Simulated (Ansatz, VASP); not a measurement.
Two plane-wave programs on AlIn3As4

```
Al In As
1.0
     4.28570    0.00000    0.00000
     0.00000    4.28570    0.00000
     0.00000    0.00000   12.15891
Al In As
1 3 4
Direct
  0.50000 0.50000 0.50000
  0.00000 0.00000 0.74048
  0.50000 0.50000 0.00000
  0.00000 0.00000 0.25952
  0.50000 0.00000 0.12977
  0.00000 0.50000 0.39064
  0.50000 0.00000 0.60936
  0.00000 0.50000 0.87023
```

Alike in both runs: task single point; functional PBE; k mesh 4 × 4 × 2; occupations gaussian, width 0.1 eV; no spin polarisation.

|  | VASP | Ansatz |
| --- | --- | --- |
| version | VASP 6.6.1 | Ansatz 0.2.0 |
| potentials or method | VASP PAW PBE potentials, release 64 (Al, In_d, As), cutoff 520 eV | scalar-relativistic, plane waves, PAW |
| valence electrons in the cell | 62 | 102 |

Ansatz gave:

- gap on the k mesh at the Fermi level (eV): none
- pressure (GPa): 0.2
- traceless stress, the component that is largest in VASP (GPa): -0.37
- rms of the force components (eV/Å): 0.004

**Question.** Estimate VASP's values.

**Answer.** gap on the k mesh at the Fermi level (eV): none; pressure (GPa): 0.2; traceless stress, the component that is largest in VASP (GPa): -0.37; rms of the force components (eV/Å): 0.003.

Atom by atom the forces differ by 0.001 eV/Å (rms over components). A gap of «none» marks a metal or a gap that the smearing closes. VASP's potentials hold 62 valence electrons a cell and Ansatz's 102, so a difference there can come from the potentials and not from the codes.

The k mesh is coarse, so the values compare programs but aren't converged.
